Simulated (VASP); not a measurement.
# MgZn2TeSe2 (P4/mmm) in VASP: relaxation of cell and atoms with PBE

Aim: the relaxation of cell and atoms of MgZn2TeSe2 with PBE.

Everything below comes from runs of VASP 6.6.1. Logs are shortened: lines on timing, memory, paths and dates and some standing lists are left out, and cuts for length are marked.

### 1 The cell of the first run

It takes space group P4/mmm (No. 123, tetragonal). Conventional cell: a = 5.606 Å, b = 5.606 Å, c = 5.327 Å, α = 90.00°, β = 90.00°, γ = 90.00°. Within 3.5 Å of Mg (site symmetry 4/mmm) lie 2 Te at 2.66 Å. Zn (site symmetry 4mm) has 2 Zn at 2.58 to 2.75 Å and 4 Se at 3.12 Å within 3.4 Å. Within 3.5 Å of Te (site symmetry 4/mmm) lie 2 Mg at 2.66 Å and 4 Se at 2.80 Å. Se (site symmetry mmm) has 2 Te at 2.80 Å and 4 Zn at 3.12 Å within 3.7 Å.

The cell was generated, and may not be a known phase.

### 2 Relaxation of cell and atoms, PBE

INCAR

```
PREC = Accurate ; ENCUT = 600
EDIFF = 1E-6 ; ISMEAR = 0
SIGMA = 0.1 ; LREAL = F
LASPH = T ; NELM = 80
ALGO = Normal ; ISIF = 3
LWAVE = F ; LCHARG = F
GGA = PE ; IBRION = 2
NSW = 100 ; EDIFFG = -0.01
```

KPOINTS

```
regular mesh
0
Gamma
  8 8 8
```

POSCAR

```
MgZn2TeSe2
1.0
    5.6059570148      0.0000000000      0.0000000000
    0.0000000000      5.6059570148      0.0000000000
    0.0000000000      0.0000000000      5.3273747336
Mg Zn Te Se
1 2 1 2
Direct
    0.0000000000      0.0000000000      0.5000000000
    0.5000000000      0.5000000000      0.2577463407
    0.5000000000      0.5000000000      0.7422536593
    0.0000000000      0.0000000000      0.0000000000
    0.0000000000      0.5000000000      0.0000000000
    0.5000000000      0.0000000000      0.0000000000
```

Potentials or basis: VASP PAW PBE potentials, release 64 (Mg, Zn, Te, Se).

On the command line:

```console
$ cat potpaw_PBE.64/Mg/POTCAR potpaw_PBE.64/Zn/POTCAR potpaw_PBE.64/Te/POTCAR potpaw_PBE.64/Se/POTCAR > POTCAR
$ mpirun -np 1 vasp_std > vasp.out
```

OUTCAR:

```text
PREC = Accurate
   ENCUT = 600
   EDIFF = 1E-6
   ISMEAR = 0
   LREAL = F
   LASPH = T
   NELM = 80
   ISIF = 3
   GGA = PE
   IBRION = 2
   NSW = 100
   EDIFFG = -0.01

 ion  position               nearest neighbor table
   1  0.000  0.000  0.500-   4 2.66   4 2.66
   2  0.500  0.500  0.258-   3 2.58   3 2.75
   3  0.500  0.500  0.742-   2 2.58   2 2.75
   4  0.000  0.000  0.000-   1 2.66   1 2.66   6 2.80   5 2.80   5 2.80   6 2.80
   5  0.000  0.500  0.000-   4 2.80   4 2.80
   6  0.500  0.000  0.000-   4 2.80   4 2.80

  LATTYP: Found a simple tetragonal cell.
 ALAT       =     5.6059570148
 C/A-ratio  =     0.9503060262

  Lattice vectors:

 A1 = (   5.6059570148,   0.0000000000,   0.0000000000)
 A2 = (   0.0000000000,   5.6059570148,   0.0000000000)
 A3 = (   0.0000000000,   0.0000000000,   5.3273747336)

Analysis of symmetry for initial positions (statically):
=====================================================================
 Subroutine PRICEL returns:
 Original cell was already a primitive cell.

 Routine SETGRP: Setting up the symmetry group for a
 simple tetragonal supercell.

 Subroutine GETGRP returns: Found 16 space group operations
 (whereof 16 operations were pure point group operations)
 out of a pool of 16 trial point group operations.

The static configuration has the point symmetry D_4h.

Analysis of symmetry for dynamics (positions and initial velocities):
=====================================================================
 Subroutine PRICEL returns:
 Original cell was already a primitive cell.

 Routine SETGRP: Setting up the symmetry group for a
 simple tetragonal supercell.

 Subroutine GETGRP returns: Found 16 space group operations
 (whereof 16 operations were pure point group operations)
 out of a pool of 16 trial point group operations.

The dynamic configuration has the point symmetry D_4h.

 Subroutine INISYM returns: Found 16 space group operations
 (whereof 16 operations are pure point group operations),
 and found     1 'primitive' translations

----------------------------------------------------------------------------------------

                                     Primitive cell

  volume of cell :     167.4221

  direct lattice vectors                    reciprocal lattice vectors
     5.605957015  0.000000000  0.000000000     0.178381675  0.000000000  0.000000000
     0.000000000  5.605957015  0.000000000     0.000000000  0.178381675  0.000000000
     0.000000000  0.000000000  5.327374734     0.000000000  0.000000000  0.187709716

  length of vectors
     5.605957015  5.605957015  5.327374734     0.178381675  0.178381675  0.187709716

  position of ions in fractional coordinates (direct lattice)
     0.000000000  0.000000000  0.500000000
     0.500000000  0.500000000  0.257746341
     0.500000000  0.500000000  0.742253659
     0.000000000  0.000000000  0.000000000
     0.000000000  0.500000000  0.000000000
     0.500000000  0.000000000  0.000000000

  ion indices of the primitive-cell ions
   primitive index   ion index
                 1           1
                 2           2
                 3           3
                 4           4
                 5           5
                 6           6

----------------------------------------------------------------------------------------

 KPOINTS: regular mesh

Automatic generation of k-mesh.
 Grid dimensions read from file:
 generate k-points for:    8    8    8

 Generating k-lattice:

  Cartesian coordinates                     Fractional coordinates (reciprocal lattice)
     0.022297709  0.000000000  0.000000000     0.125000000  0.000000000  0.000000000
     0.000000000  0.022297709  0.000000000     0.000000000  0.125000000  0.000000000
     0.000000000  0.000000000  0.023463715     0.000000000  0.000000000  0.125000000

  Length of vectors
     0.022297709  0.022297709  0.023463715

  Shift w.r.t. Gamma in fractional coordinates (k-lattice)
     0.000000000  0.000000000  0.000000000

 Subroutine IBZKPT returns following result:
 ===========================================

 Found     75 irreducible k-points:

 Following reciprocal coordinates:
            Coordinates               Weight
  0.000000  0.000000  0.000000      1.000000
  0.125000  0.000000  0.000000      4.000000
  0.250000  0.000000  0.000000      4.000000
  0.375000  0.000000  0.000000      4.000000
  0.500000  0.000000  0.000000      2.000000
  0.125000  0.125000  0.000000      4.000000
[... 16 lines left out ...]
  0.375000  0.125000  0.125000     16.000000
  0.500000  0.125000  0.125000      8.000000
 [... further k-points ...]
   k-points           NKPTS =     75   k-points in BZ     NKDIM =     75   number of bands    NBANDS=     26
   number of dos      NEDOS =    301   number of ions     NIONS =      6
   total plane-waves  NPLWV = 110592
   dimension x,y,z NGX =    48 NGY =   48 NGZ =   48
   dimension x,y,z NGXF=    96 NGYF=   96 NGZF=   96
   ions per type =               1   2   1   2
   NGX,Y,Z   is equivalent  to a cutoff of  14.23, 14.23, 14.98 a.u.
   NGXF,Y,Z  is equivalent  to a cutoff of  28.47, 28.47, 29.96 a.u.
 SYSTEM =  unknown system
   PREC   = accura    normal or accurate (medium, high low for compatibility)
   ISTART =      0    job   : 0-new  1-cont  2-samecut
   ICHARG =      2    charge: 1-file 2-atom 10-const
   ISPIN  =      1    spin polarized calculation?
   LNONCOLLINEAR =      F non collinear calculations
   LSORBIT =      F    spin-orbit coupling
   LASPH  =      T    aspherical Exc in radial PAW
   ENCUT  =  600.0 eV  44.10 Ry    6.64 a.u.  11.20 11.20 10.64*2*pi/ulx,y,z
   NELM   =     80;   NELMIN=  2; NELMDL= -5     # of ELM steps
   EDIFF  = 0.1E-05   stopping-criterion for ELM
   LREAL  =      F    real-space projection
   EDIFFG = -.1E-01   stopping-criterion for IOM
   NSW    =    100    number of steps for IOM
   IBRION =      2    ionic relax: 0-MD 1-quasi-New 2-CG
   NFREE  =      1    steps in history (QN), initial steepest desc. (CG)
   ISIF   =      3    stress and relaxation
   ISYM   =      2    0-nonsym 1-usesym 2-fastsym
   POTIM  = 0.5000    time-step for ionic-motion
   TEBEG  =    0.0;   TEEND  =   0.0 temperature during run
   PSTRESS=    0.0 pullay stress
   NELECT =      44.0000    total number of electrons
   NUPDOWN=      -1.0000    fix difference up-down
   EMIN   =  10.00;   EMAX   =-10.00  energy-range for DOS
   EFERMI =   0.00;   METHOD = LEGACY
   ISMEAR =     0;   SIGMA  =   0.10  broadening in eV -4-tet -1-fermi 0-gaus
   EFERMI_NEDOS =   21; number of points for ismear=-14 and -15
   IALGO  =     38    algorithm
   IMIX   =      4    mixing-type and parameters
     AMIX     =   0.40;   BMIX     =  1.00
     AMIX_MAG =   1.60;   BMIX_MAG =  1.00
  volume/ion in A,a.u.               =      27.90       188.30
  Fermi-wavevector in a.u.,A,eV,Ry     =   1.048628  1.981620 14.961249  1.099621
  Thomas-Fermi vector in A             =   2.183557
   LORBIT       =      0    0 simple, 1 ext, 2 COOP (PROOUT), +10 PAW based schemes
   GGA     = PE    functional components
   LHFCALC =     F    Hartree Fock is set to
   AEXX    =    0.0000 exact exchange contribution
   IVDW    =     0    specifies the selected vdW correction
   LEPSILON=     F    determine dielectric tensor
   LRPA    =     F    only Hartree local field effects (RPA)
 conjugate gradient relaxation of ions
 non-spin polarized calculation
 Gauss-broadening in eV      SIGMA  =   0.10
  energy-cutoff  :      600.00
  volume of cell :      167.42
 maximum number of plane-waves:      5656
 NGX is ok and might be reduce to    48
   NGX = 23   NGY = 23   NGZ = 21

--------------------------------------- Ionic step        1  -------------------------------------------

 number of electron      44.0000022 magnetization

 Free energy of the ion-electron system (eV)
  ---------------------------------------------------
  ext. energy  EPLUGINS =         0.00000000
  ---------------------------------------------------
  free energy    TOTEN  =       -13.17333840 eV

  energy without entropy =      -13.14904857  energy(sigma->0) =      -13.16119349

------------------------ aborting loop because EDIFF is reached ----------------------------------------

  FORCE on cell =-STRESS in cart. coord.  units (eV):
  Direction    XX          YY          ZZ          XY          YZ          ZX
  --------------------------------------------------------------------------------------
  -------------------------------------------------------------------------------------
  Total       -0.0988646     -0.0988646      0.5195154      0.0000000     -0.0000000      0.0000000
  in kB       -0.9461031     -0.9461031      4.9716008      0.0000000     -0.0000000      0.0000000
  external PRESSURE =       1.0264649 kB  Pullay stress =       0.0000000 kB
[... 101 lines left out ...]
  FREE ENERGIE OF THE ION-ELECTRON SYSTEM (eV)
  ---------------------------------------------------
  free  energy   TOTEN  =       -13.1754078002 eV

  energy  without entropy=      -13.1510455647  energy(sigma->0) =      -13.16322668

[... ionic steps 4 to 7 ...]

--------------------------------------- Ionic step        8  -------------------------------------------

 number of electron      44.0000018 magnetization

------------------------ aborting loop because EDIFF is reached ----------------------------------------

  FORCE on cell =-STRESS in cart. coord.  units (eV):
  Direction    XX          YY          ZZ          XY          YZ          ZX
  --------------------------------------------------------------------------------------
  -------------------------------------------------------------------------------------
  Total        0.0227926      0.0227926      0.0008894      0.0000000     -0.0000000      0.0000000
  in kB        0.2178265      0.2178265      0.0084997      0.0000000     -0.0000000      0.0000000
  external PRESSURE =       0.1480509 kB  Pullay stress =       0.0000000 kB
[... 65 lines left out ...]
  energy  without entropy=      -13.1514583318  energy(sigma->0) =      -13.16358288

--------------------------------------- Ionic step       10  -------------------------------------------

 number of electron      44.0000017 magnetization

 Free energy of the ion-electron system (eV)
  ---------------------------------------------------
  ext. energy  EPLUGINS =         0.00000000
  ---------------------------------------------------
  free energy    TOTEN  =       -13.17573896 eV

  energy without entropy =      -13.15143995  energy(sigma->0) =      -13.16358946

 E-fermi :   2.7005     XC(G=0):  -8.6602

 val. band max:        2.6984612448   @ k =   0.3750   0.1250   0.1250
 cond. band min:       2.7092542185   @ k =   0.3750   0.2500   0.0000
 fundamental gap:      0.0107929737
 Fermi energy:         2.7005315022

 k-point     1 :       0.0000    0.0000    0.0000
  band No.  band energies     occupation
      1     -11.6227      2.00000
      2      -9.7851      2.00000
      3      -7.4943      2.00000
      4      -4.7008      2.00000
      5      -4.4286      2.00000
      6      -4.4286      2.00000
[... 685 lines left out ...]
     25       5.0582      0.00000
     26       5.1625      0.00000

 [... further k-points ...]

------------------------ aborting loop because EDIFF is reached ----------------------------------------

  FORCE on cell =-STRESS in cart. coord.  units (eV):
  Direction    XX          YY          ZZ          XY          YZ          ZX
  --------------------------------------------------------------------------------------
  -------------------------------------------------------------------------------------
  Total        0.0072499      0.0072499     -0.0142609      0.0000000      0.0000000      0.0000000
  in kB        0.0692696      0.0692696     -0.1362561      0.0000000      0.0000000      0.0000000
  external PRESSURE =       0.0007610 kB  Pullay stress =       0.0000000 kB
[... 21 lines left out ...]
  FREE ENERGIE OF THE ION-ELECTRON SYSTEM (eV)
  ---------------------------------------------------
  free  energy   TOTEN  =       -13.1757389631 eV

  energy  without entropy=      -13.1514399497  energy(sigma->0) =      -13.16358946

 reached required accuracy - stopping structural energy minimisation
```

It took 32 min on 1 thread of Intel Xeon 8259CL, shared host; peak memory 0.69 GiB.

Results:

```yaml
Free_energy: -13.1757 eV
Relaxed_volume: 27.95 Å³/atom
Relaxed_cell: a = 5.590 Å, b = 5.590 Å, c = 5.366 Å, α = 90.00°, β = 90.00°, γ = 90.00°
Space_group_after_relaxing_to_0.1_Å: P4/mmm (No. 123)
Energy_gained_by_relaxing: 0.4 meV/atom
Ionic_steps: 10
Pressure_after_relaxing: 0.0 GPa
Largest_force_after_relaxing: 0.007 eV/Å
Band_gap_on_the_k_mesh: zero (bands 22 and 23 overlap by 1.17 eV)
```

Forces in eV/Å, atoms in the order of the input:
```
Mg   0.000  0.000  0.000
Zn   0.000  0.000  0.007
Zn   0.000  0.000 -0.007
Te   0.000  0.000  0.000
Se   0.000  0.000  0.000
Se   0.000  0.000  0.000
```

Step by step:
| step | energy change (eV) | largest force (eV/Å) | pressure (GPa) | volume (Å³) |
| --- | --- | --- | --- | --- |
| 1 | 0.0000 | 0.0417 | 0.10 | 167.42 |
| 2 | -0.0017 | 0.0369 | -0.03 | 167.85 |
| 3 | -0.0021 | 0.0343 | -0.09 | 168.12 |
| 4 | -0.0021 | 0.0338 | -0.09 | 168.15 |
| 5 | -0.0023 | 0.0208 | -0.02 | 167.77 |
| 6 | -0.0024 | 0.0134 | 0.03 | 167.56 |
| 7 | -0.0024 | 0.0150 | 0.03 | 167.60 |
| 8 | -0.0024 | 0.0167 | 0.01 | 167.65 |
| 9 | -0.0024 | 0.0152 | 0.02 | 167.62 |
| 10 | -0.0024 | 0.0071 | 0.00 | 167.69 |

Final structure:
```
Mg Zn Te Se
1.0
     5.59036    0.00000    0.00000
     0.00000    5.59036    0.00000
     0.00000    0.00000    5.36563
Mg Zn Te Se
1 2 1 2
Direct
  0.00000 0.00000 0.50000
  0.50000 0.50000 0.25916
  0.50000 0.50000 0.74084
  0.00000 0.00000 0.00000
  0.00000 0.50000 0.00000
  0.50000 0.00000 0.00000
```

Levels at points of the mesh, in eV from the Fermi level:
| k point | band 20 | band 21 | band 22 | band 23 | band 24 | band 25 |
| --- | --- | --- | --- | --- | --- | --- |
| (0.00, 0.00, 0.00) | -1.61 | -1.42 | -0.71 | 1.28 | 2.71 | 2.86 |
| (0.50, 0.00, 0.00) | -1.71 | -1.36 | -1.05 | -0.95 | 1.69 | 2.23 |
| (0.50, 0.50, 0.00) | -1.77 | -1.22 | -1.09 | -1.02 | -0.18 | 0.48 |
| (0.00, 0.00, 0.50) | -2.25 | -1.94 | -0.26 | 0.90 | 0.90 | 2.98 |
| (0.50, 0.00, 0.50) | -1.64 | -1.64 | -1.27 | 1.25 | 1.96 | 2.15 |
| (0.50, 0.50, 0.50) | -1.64 | -1.64 | -1.01 | -0.95 | 1.87 | 2.94 |

Caveat: spin-orbit coupling is left out, which moves the levels of the heavy elements.
